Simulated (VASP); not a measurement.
# VP2Cl4 (P4/mmm) in VASP: single point with r2SCAN

Aim: the single point of VP2Cl4 with r2SCAN.

Program: VASP 6.6.1. These are calculated values, not measurements. Logs are shortened: lines on timing, memory, paths and dates and some standing lists are left out, and cuts for length are marked.

## 1. The cell of the first run

The structure is tetragonal, space group P4/mmm (No. 123). The conventional cell has a = 6.660 Å, b = 6.660 Å, c = 4.202 Å, α = 90.00°, β = 90.00°, γ = 90.00°. P (site symmetry mmm) has 8 Cl at 3.17 Å and 4 V at 3.94 Å within 4.2 Å. Within 2.8 Å of V (site symmetry 4/mmm) lie 4 Cl at 2.08 Å. Cl (site symmetry m2m) has 1 V at 2.08 Å within 2.8 Å.

## 2. Single point, r2SCAN

Input file POSCAR:

```
VP2Cl4
1.0
    6.6597424100      0.0000000000      0.0000000000
    0.0000000000      6.6597424100      0.0000000000
    0.0000000000      0.0000000000      4.2021447800
P V Cl
2 1 4
Direct
    0.0000000000      0.5000000000      0.5000000000
    0.5000000000      0.0000000000      0.5000000000
    0.0000000000      0.0000000000      0.0000000000
    0.2210000000      0.2210000000      0.0000000000
    0.7790000000      0.2210000000      0.0000000000
    0.7790000000      0.7790000000      0.0000000000
    0.2210000000      0.7790000000      0.0000000000
```

Input file INCAR.step1:

```
SYSTEM = VP2Cl4
PREC = Accurate
ENCUT = 520
ISMEAR = -1
SIGMA = 0.1
LREAL = .False.
LASPH = .True.
NELM = 100
NBANDS = 34
GGA = PE
ALGO = Normal
EDIFF = 1E-4
LWAVE = .True.
LCHARG = .False.
```

Input file INCAR.step2:

```
SYSTEM = VP2Cl4
PREC = Accurate
ENCUT = 520
EDIFF = 1E-6
ISMEAR = -1
SIGMA = 0.1
LREAL = .False.
LASPH = .True.
NELM = 100
ALGO = Normal
ISIF = 2
LWAVE = .False.
LCHARG = .False.
METAGGA = R2SCAN
LMIXTAU = .True.
NBANDS = 34
ISTART = 1
```

Input file KPOINTS:

```
Automatic mesh
0
Gamma
  5 5 8
  0 0 0
```

Potentials or basis: VASP PAW PBE potentials, release 64 (P, V_sv, Cl).

Run with:

```sh
cat potpaw_PBE.64/P/POTCAR potpaw_PBE.64/V_sv/POTCAR potpaw_PBE.64/Cl/POTCAR > POTCAR
cp INCAR.step1 INCAR
mpirun -np 1 vasp_std > vasp.out
cp INCAR.step2 INCAR
mpirun -np 1 vasp_std > vasp.out
```

OUTCAR:

```text
SYSTEM = VP2Cl4
   PREC = Accurate
   ENCUT = 520
   EDIFF = 1E-6
   ISMEAR = -1
   LREAL = .False.
   LASPH = .True.
   NELM = 100
   ISIF = 2
   METAGGA = R2SCAN
   ISTART = 1

 ion  position               nearest neighbor table
   1  0.000  0.500  0.500-
   2  0.500  0.000  0.500-
   3  0.000  0.000  0.000-   4 2.08   5 2.08   6 2.08   7 2.08
   4  0.221  0.221  0.000-   3 2.08
   5  0.779  0.221  0.000-   3 2.08
   6  0.779  0.779  0.000-   3 2.08
   7  0.221  0.779  0.000-   3 2.08

  LATTYP: Found a simple tetragonal cell.
 ALAT       =     6.6597424100
 C/A-ratio  =     0.6309770741

  Lattice vectors:

 A1 = (   6.6597424100,   0.0000000000,   0.0000000000)
 A2 = (   0.0000000000,   6.6597424100,   0.0000000000)
 A3 = (   0.0000000000,   0.0000000000,   4.2021447800)

Analysis of symmetry for initial positions (statically):
=====================================================================
 Subroutine PRICEL returns:
 Original cell was already a primitive cell.

 Routine SETGRP: Setting up the symmetry group for a
 simple tetragonal supercell.

 Subroutine GETGRP returns: Found 16 space group operations
 (whereof 16 operations were pure point group operations)
 out of a pool of 16 trial point group operations.

The static configuration has the point symmetry D_4h.

Analysis of symmetry for dynamics (positions and initial velocities):
=====================================================================
 Subroutine PRICEL returns:
 Original cell was already a primitive cell.

 Routine SETGRP: Setting up the symmetry group for a
 simple tetragonal supercell.

 Subroutine GETGRP returns: Found 16 space group operations
 (whereof 16 operations were pure point group operations)
 out of a pool of 16 trial point group operations.

The dynamic configuration has the point symmetry D_4h.

 Subroutine INISYM returns: Found 16 space group operations
 (whereof 16 operations are pure point group operations),
 and found     1 'primitive' translations

----------------------------------------------------------------------------------------

                                     Primitive cell

  volume of cell :     186.3742

  direct lattice vectors                    reciprocal lattice vectors
[... 97 lines left out ...]
   EDIFF  = 0.1E-05   stopping-criterion for ELM
   LREAL  =      F    real-space projection
   EDIFFG = 0.1E-04   stopping-criterion for IOM
   NSW    =      0    number of steps for IOM
   IBRION =     -1    ionic relax: 0-MD 1-quasi-New 2-CG
   NFREE  =      0    steps in history (QN), initial steepest desc. (CG)
   ISIF   =      2    stress and relaxation
   ISYM   =      2    0-nonsym 1-usesym 2-fastsym
   POTIM  = 0.5000    time-step for ionic-motion
   TEBEG  =    0.0;   TEEND  =   0.0 temperature during run
   PSTRESS=    0.0 pullay stress
   NELECT =      51.0000    total number of electrons
   NUPDOWN=      -1.0000    fix difference up-down
   EMIN   =  10.00;   EMAX   =-10.00  energy-range for DOS
   EFERMI =   0.00;   METHOD = LEGACY
   ISMEAR =    -1;   SIGMA  =   0.10  broadening in eV -4-tet -1-fermi 0-gaus
   EFERMI_NEDOS =   21; number of points for ismear=-14 and -15
   IALGO  =     38    algorithm
   IMIX   =      4    mixing-type and parameters
     AMIX     =   0.40;   BMIX     =  1.00
     AMIX_MAG =   1.60;   BMIX_MAG =  1.00
  volume/ion in A,a.u.               =      26.62       179.67
  Fermi-wavevector in a.u.,A,eV,Ry     =   1.062844  2.008484 15.369655  1.129638
  Thomas-Fermi vector in A             =   2.198309
   LORBIT       =      0    0 simple, 1 ext, 2 COOP (PROOUT), +10 PAW based schemes
   METAGGA = R2SCAN    functional components
   LHFCALC =     F    Hartree Fock is set to
   AEXX    =    0.0000 exact exchange contribution
   IVDW    =     0    specifies the selected vdW correction
   LEPSILON=     F    determine dielectric tensor
   LRPA    =     F    only Hartree local field effects (RPA)
 non-spin polarized calculation
  energy-cutoff  :      520.00
  volume of cell :      186.37
 maximum number of plane-waves:      5052
 NGX is ok and might be reduce to    50
   NGX = 25   NGY = 25   NGZ = 15

 number of electron      50.9999992 magnetization

 Free energy of the ion-electron system (eV)
  ---------------------------------------------------
  ext. energy  EPLUGINS =         0.00000000
  ---------------------------------------------------
  free energy    TOTEN  =       -52.27460462 eV

  energy without entropy =      -51.92533561  energy(sigma->0) =      -52.09997012

 E-fermi :   2.2428     XC(G=0):  -8.7191

 val. band max:        2.2334361305   @ k =   0.4000   0.0000   0.1250
 cond. band min:       2.2688572723   @ k =   0.4000   0.2000   0.1250
 fundamental gap:      0.0354211418
 Fermi energy:         2.2427906951

 k-point     1 :       0.0000    0.0000    0.0000
  band No.  band energies     occupation
      1     -65.3910      2.00000
      2     -38.2738      2.00000
      3     -38.2738      2.00000
      4     -38.0736      2.00000
      5     -15.3433      2.00000
      6     -14.3858      2.00000
[... 877 lines left out ...]
     33       5.5634      0.00000
     34       6.8510      0.00000

 [... further k-points ...]

------------------------ aborting loop because EDIFF is reached ----------------------------------------

  FORCE on cell =-STRESS in cart. coord.  units (eV):
  Direction    XX          YY          ZZ          XY          YZ          ZX
  --------------------------------------------------------------------------------------
  -------------------------------------------------------------------------------------
  Total       10.0667539     10.0667539     -4.6152527      0.0000000     -0.0000000      0.0000000
  in kB       86.5394560     86.5394560    -39.6752972      0.0000000     -0.0000000      0.0000000
  external PRESSURE =      44.4678716 kB  Pullay stress =       0.0000000 kB

 VOLUME and BASIS-vectors are now :
 -----------------------------------------------------------------------------
  energy-cutoff  :      520.00
  volume of cell :      186.37
      direct lattice vectors                 reciprocal lattice vectors
     6.659742410  0.000000000  0.000000000     0.150155958  0.000000000  0.000000000
     0.000000000  6.659742410  0.000000000     0.000000000  0.150155958  0.000000000
     0.000000000  0.000000000  4.202144780     0.000000000  0.000000000  0.237973714

 POSITION                                       TOTAL-FORCE (eV/Angst)
 -----------------------------------------------------------------------------------
      0.00000      3.32987      2.10107         0.000000     -0.000000      0.000000
      3.32987      0.00000      2.10107         0.000000     -0.000000      0.000000
      0.00000      0.00000      0.00000         0.000000     -0.000000      0.000000
      1.47180      1.47180      0.00000         2.150704      2.150704      0.000000
      5.18794      1.47180      0.00000        -2.150704      2.150704      0.000000
      5.18794      5.18794      0.00000        -2.150704     -2.150704     -0.000000
      1.47180      5.18794      0.00000         2.150704     -2.150704     -0.000000
 -----------------------------------------------------------------------------------
    total drift:                               -0.000000      0.000000      0.000000

  FREE ENERGIE OF THE ION-ELECTRON SYSTEM (eV)
  ---------------------------------------------------
  free  energy   TOTEN  =       -52.2746046239 eV

  energy  without entropy=      -51.9253356083  energy(sigma->0) =      -52.09997012
```

OUTCAR.step1:

```text
SYSTEM = VP2Cl4
   PREC = Accurate
   ENCUT = 520
   ISMEAR = -1
   LREAL = .False.
   LASPH = .True.
[... 1129 lines left out ...]
      5.18794      1.47180      0.00000        -2.163572      2.163572      0.000000
      5.18794      5.18794      0.00000        -2.163572     -2.163572      0.000000
      1.47180      5.18794      0.00000         2.163572     -2.163572     -0.000000
 -----------------------------------------------------------------------------------
    total drift:                               -0.000000      0.000000      0.000000

  FREE ENERGIE OF THE ION-ELECTRON SYSTEM (eV)
  ---------------------------------------------------
  free  energy   TOTEN  =       -22.9645511612 eV

  energy  without entropy=      -22.6100529284  energy(sigma->0) =      -22.78730204
```

It took 8.2 min on 1 thread of Intel Xeon Platinum 8375C at 2.90GHz (Ice Lake), shared host; peak memory 0.4 GiB.

Results:

| Item | Value |
| --- | --- |
| Free energy | -52.2746 eV |
| Pressure | 4.4 GPa |
| Largest force | 3.042 eV/Å |

Forces in eV/Å, atoms in the order of the input:
```
P    0.000  0.000  0.000
P    0.000  0.000  0.000
V    0.000  0.000  0.000
Cl   2.151  2.151  0.000
Cl  -2.151  2.151  0.000
Cl  -2.151 -2.151  0.000
Cl   2.151 -2.151  0.000
```

Caveat: the PAW data sets were made with another functional, which shifts forces and pressure a little; an odd number of electrons without spin polarisation forces a metal; a magnetic or distorted state may lie lower; the run has no spin polarisation, though such a crystal can be magnetic; semilocal functionals often make such compounds metallic where correlation or magnetic order opens a gap, which also shifts bond lengths.
